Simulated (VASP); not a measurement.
# Lu (P6_3/mmc) in VASP: further runs, part 2 of 2

VASP 6.6.1. Earlier steps stand in the parts before.

## 3. Single point, PBEsol

This run uses another cell than the first one, of 27.02 Å³/atom.

INCAR reads:

```
ALGO = Normal
EDIFF = 1E-6
ENCUT = 520
GGA = PS
ISIF = 2
ISMEAR = -1
LASPH = T
LCHARG = T
LELF = T
LREAL = F
LVHAR = T
LWAVE = F
NBANDS = 32
NELM = 60
PREC = Accurate
SIGMA = 0.1
```

KPOINTS reads:

```
k-points
0
Gamma
  16 16 10
```

POSCAR reads:

```
Lu
1.0
    3.4212209068      0.0000000000      0.0000000000
   -1.7106104534      2.9628642172      0.0000000000
    0.0000000000      0.0000000000      5.3320192895
Lu
2
Direct
    0.3333333333      0.6666666667      0.2500000000
    0.6666666667      0.3333333333      0.7500000000
```

Potentials or basis: VASP PAW PBE potentials, release 64 (Lu).

The run is started by

```sh
$ cat potpaw_PBE.64/Lu/POTCAR > POTCAR
$ mpirun -np 1 vasp_std > vasp.out
```

OUTCAR:

```text
EDIFF = 1E-6
   ENCUT = 520
   GGA = PS
   ISIF = 2
   ISMEAR = -1
   LASPH = T
   LREAL = F
   NELM = 60
   PREC = Accurate

 ion  position               nearest neighbor table
   1  0.333  0.667  0.250-   2 3.32   2 3.32   2 3.32   2 3.32   2 3.32   2 3.32
   2  0.667  0.333  0.750-   1 3.32   1 3.32   1 3.32   1 3.32   1 3.32   1 3.32

  LATTYP: Found a hexagonal cell.
 ALAT       =     3.4212209068
 C/A-ratio  =     1.5585135935

  Lattice vectors:

 A1 = (   3.4212209068,   0.0000000000,   0.0000000000)
 A2 = (  -1.7106104534,   2.9628642172,   0.0000000000)
 A3 = (   0.0000000000,   0.0000000000,   5.3320192895)

Analysis of symmetry for initial positions (statically):
=====================================================================
 Subroutine PRICEL returns:
 Original cell was already a primitive cell.

 Routine SETGRP: Setting up the symmetry group for a
 hexagonal supercell.

 Subroutine GETGRP returns: Found 24 space group operations
 (whereof 12 operations were pure point group operations)
 out of a pool of 24 trial point group operations.

The static configuration has the point symmetry D_3d.
 The point group associated with its full space group is D_6h.

Analysis of symmetry for dynamics (positions and initial velocities):
=====================================================================
 Subroutine PRICEL returns:
 Original cell was already a primitive cell.

 Routine SETGRP: Setting up the symmetry group for a
 hexagonal supercell.

 Subroutine GETGRP returns: Found 24 space group operations
 (whereof 12 operations were pure point group operations)
 out of a pool of 24 trial point group operations.

The dynamic configuration has the point symmetry D_3d.
 The point group associated with its full space group is D_6h.

 Subroutine INISYM returns: Found 24 space group operations
 (whereof 12 operations are pure point group operations),
 and found     1 'primitive' translations

----------------------------------------------------------------------------------------

                                     Primitive cell

  volume of cell :      54.0486

  direct lattice vectors                    reciprocal lattice vectors
     3.421220907  0.000000000  0.000000000     0.292293315  0.168755624  0.000000000
    -1.710610453  2.962864217  0.000000000     0.000000000  0.337511248  0.000000000
     0.000000000  0.000000000  5.332019289     0.000000000  0.000000000  0.187546208

  length of vectors
     3.421220907  3.421220907  5.332019289     0.337511248  0.337511248  0.187546208

  position of ions in fractional coordinates (direct lattice)
     0.333333333  0.666666667  0.250000000
     0.666666667  0.333333333  0.750000000

  ion indices of the primitive-cell ions
   primitive index   ion index
                 1           1
                 2           2

----------------------------------------------------------------------------------------

 KPOINTS: k-points

Automatic generation of k-mesh.
 Grid dimensions read from file:
 generate k-points for:   16   16   10

 Generating k-lattice:

  Cartesian coordinates                     Fractional coordinates (reciprocal lattice)
     0.018268332  0.010547227  0.000000000     0.062500000  0.000000000  0.000000000
     0.000000000  0.021094453  0.000000000     0.000000000  0.062500000  0.000000000
     0.000000000  0.000000000  0.018754621     0.000000000  0.000000000  0.100000000

  Length of vectors
     0.021094453  0.021094453  0.018754621

  Shift w.r.t. Gamma in fractional coordinates (k-lattice)
     0.000000000  0.000000000  0.000000000

 Subroutine IBZKPT returns following result:
 ===========================================

 Found    180 irreducible k-points:

 Following reciprocal coordinates:
            Coordinates               Weight
  0.000000  0.000000  0.000000      1.000000
  0.062500  0.000000  0.000000      6.000000
  0.125000  0.000000  0.000000      6.000000
  0.187500  0.000000  0.000000      6.000000
  0.250000  0.000000  0.000000      6.000000
  0.312500  0.000000  0.000000      6.000000
[... 16 lines left out ...]
  0.187500  0.187500  0.000000      6.000000
  0.250000  0.187500  0.000000     12.000000
 [... further k-points ...]
   k-points           NKPTS =    180   k-points in BZ     NKDIM =    180   number of bands    NBANDS=     32
   number of dos      NEDOS =    301   number of ions     NIONS =      2
   total plane-waves  NPLWV =  31360
   dimension x,y,z NGX =    28 NGY =   28 NGZ =   40
   dimension x,y,z NGXF=    56 NGYF=   56 NGZF=   80
   ions per type =               2
   NGX,Y,Z   is equivalent  to a cutoff of  13.61, 13.61, 12.47 a.u.
   NGXF,Y,Z  is equivalent  to a cutoff of  27.21, 27.21, 24.94 a.u.
 SYSTEM =  unknown system
   PREC   = accura    normal or accurate (medium, high low for compatibility)
   ISTART =      0    job   : 0-new  1-cont  2-samecut
   ICHARG =      2    charge: 1-file 2-atom 10-const
   ISPIN  =      1    spin polarized calculation?
   LNONCOLLINEAR =      F non collinear calculations
   LSORBIT =      F    spin-orbit coupling
   LASPH  =      T    aspherical Exc in radial PAW
   ENCUT  =  520.0 eV  38.22 Ry    6.18 a.u.   6.36  6.36  9.91*2*pi/ulx,y,z
   NELM   =     60;   NELMIN=  2; NELMDL= -5     # of ELM steps
   EDIFF  = 0.1E-05   stopping-criterion for ELM
   LREAL  =      F    real-space projection
   EDIFFG = 0.1E-04   stopping-criterion for IOM
   NSW    =      0    number of steps for IOM
   IBRION =     -1    ionic relax: 0-MD 1-quasi-New 2-CG
   NFREE  =      0    steps in history (QN), initial steepest desc. (CG)
   ISIF   =      2    stress and relaxation
   ISYM   =      2    0-nonsym 1-usesym 2-fastsym
   POTIM  = 0.5000    time-step for ionic-motion
   TEBEG  =    0.0;   TEEND  =   0.0 temperature during run
   PSTRESS=    0.0 pullay stress
   NELECT =      50.0000    total number of electrons
   NUPDOWN=      -1.0000    fix difference up-down
   EMIN   =  10.00;   EMAX   =-10.00  energy-range for DOS
   EFERMI =   0.00;   METHOD = LEGACY
   ISMEAR =    -1;   SIGMA  =   0.10  broadening in eV -4-tet -1-fermi 0-gaus
   EFERMI_NEDOS =   21; number of points for ismear=-14 and -15
   IALGO  =     38    algorithm
   IMIX   =      4    mixing-type and parameters
     AMIX     =   0.40;   BMIX     =  1.00
     AMIX_MAG =   1.60;   BMIX_MAG =  1.00
  volume/ion in A,a.u.               =      27.02       182.37
  Fermi-wavevector in a.u.,A,eV,Ry     =   1.595157  3.014409 34.620356  2.544524
  Thomas-Fermi vector in A             =   2.693119
   LORBIT       =      0    0 simple, 1 ext, 2 COOP (PROOUT), +10 PAW based schemes
   GGA     = PS    functional components
   LHFCALC =     F    Hartree Fock is set to
   AEXX    =    0.0000 exact exchange contribution
   IVDW    =     0    specifies the selected vdW correction
   LEPSILON=     F    determine dielectric tensor
   LRPA    =     F    only Hartree local field effects (RPA)
 non-spin polarized calculation
  energy-cutoff  :      520.00
  volume of cell :       54.05
 maximum number of plane-waves:      1472
 NGX is ok and might be reduce to    28
   NGX = 13   NGY = 13   NGZ = 19

 number of electron      50.0000004 magnetization

 Free energy of the ion-electron system (eV)
  ---------------------------------------------------
  ext. energy  EPLUGINS =         0.00000000
  ---------------------------------------------------
  free energy    TOTEN  =        -9.94919941 eV

  energy without entropy =       -9.84924523  energy(sigma->0) =       -9.89922232

 E-fermi :   2.3625     XC(G=0): -11.1431

 val. band max:        2.3573757489   @ k =   0.3750   0.1875   0.4000
 cond. band min:       2.3686479101   @ k =   0.1875   0.0625   0.3000
 fundamental gap:      0.0112721611
 Fermi energy:         2.3624723725

 k-point     1 :       0.0000    0.0000    0.0000
  band No.  band energies     occupation
      1     -53.6458      2.00000
      2     -53.5946      2.00000
      3     -24.6892      2.00000
      4     -24.1310      2.00000
      5     -24.1310      2.00000
      6     -24.0219      2.00000
[... 24 lines left out ...]
     31       5.9462      0.00000
     32       5.9462      0.00000
[... 774 lines left out ...]
      2     -53.5885      2.00000
      3     -24.4500      2.00000
      4     -24.4440      2.00000
      5     -24.3983      2.00000
      6     -24.2533      2.00000
[... 24 lines left out ...]
     31       7.6899      0.00000
     32       8.8087      0.00000

 [... further k-points ...]

------------------------ aborting loop because EDIFF is reached ----------------------------------------

  FORCE on cell =-STRESS in cart. coord.  units (eV):
  Direction    XX          YY          ZZ          XY          YZ          ZX
  --------------------------------------------------------------------------------------
  -------------------------------------------------------------------------------------
  Total        0.3726146      0.3726146      0.3784704      0.0000000      0.0000000     -0.0000000
  in kB       11.0455111     11.0455111     11.2190969      0.0000000      0.0000000     -0.0000000
  external PRESSURE =      11.1033730 kB  Pullay stress =       0.0000000 kB

 VOLUME and BASIS-vectors are now :
 -----------------------------------------------------------------------------
  energy-cutoff  :      520.00
  volume of cell :       54.05
      direct lattice vectors                 reciprocal lattice vectors
     3.421220907  0.000000000  0.000000000     0.292293315  0.168755624  0.000000000
    -1.710610453  2.962864217  0.000000000     0.000000000  0.337511248  0.000000000
     0.000000000  0.000000000  5.332019289     0.000000000  0.000000000  0.187546208

 POSITION                                       TOTAL-FORCE (eV/Angst)
 -----------------------------------------------------------------------------------
     -0.00000      1.97524      1.33300         0.000000      0.000000      0.000000
      1.71061      0.98762      3.99901        -0.000000      0.000000      0.000000
 -----------------------------------------------------------------------------------
    total drift:                               -0.000000      0.000000     -0.000000

  FREE ENERGIE OF THE ION-ELECTRON SYSTEM (eV)
  ---------------------------------------------------
  free  energy   TOTEN  =        -9.9491994136 eV

  energy  without entropy=       -9.8492452332  energy(sigma->0) =       -9.89922232
```

stdout:

```text
POSCAR found type information on POSCAR Lu
 POSCAR found :  1 types and       2 ions
 scaLAPACK will be used
 -----------------------------------------------------------------------------
|                                                                             |
|                                                                             |
|     You enforced a specific xc type in the INCAR file but a different       |
|     I HOPE YOU KNOW WHAT YOU ARE DOING!                                     |
|                                                                             |
 -----------------------------------------------------------------------------

 LDA part: xc-table for (Slater+PW92), standard interpolation
 POSCAR, INCAR and KPOINTS ok, starting setup
 FFT: planning ... GRIDC
 FFT: planning ... GRID_SOFT
 FFT: planning ... GRID
 WAVECAR not read
 entering main loop
```

It took 2.8 min on 1 thread of Intel Xeon Platinum 8559C (Emerald Rapids), shared host; peak memory 0.36 GiB.

What came out:

- Free energy: -9.9492 eV
- Pressure: 1.1 GPa
- Band gap on the k mesh: zero (bands 25 and 26 overlap by 1.92 eV)

Levels at points of the mesh, in eV from the Fermi level:
```
           k point  band 22  band 23  band 24  band 25  band 26  band 27  band 28  band 29
(0.00, 0.00, 0.00)    -4.69    -4.68    -2.52     0.96     2.23     2.23     2.72     3.04
(0.50, 0.00, 0.00)    -4.69    -2.40    -1.51    -0.96    -0.26     1.75     1.86     2.57
(0.00, 0.00, 0.50)    -4.68    -4.42    -4.42     1.26     1.26     2.12     2.12     2.12
(0.50, 0.00, 0.50)    -4.71    -2.23    -2.23     0.13     0.13     1.55     1.55     3.52
```

Caveat: the PAW data sets were made with another functional, which shifts forces and pressure a little; spin-orbit coupling is left out, which moves the levels of the heavy elements.
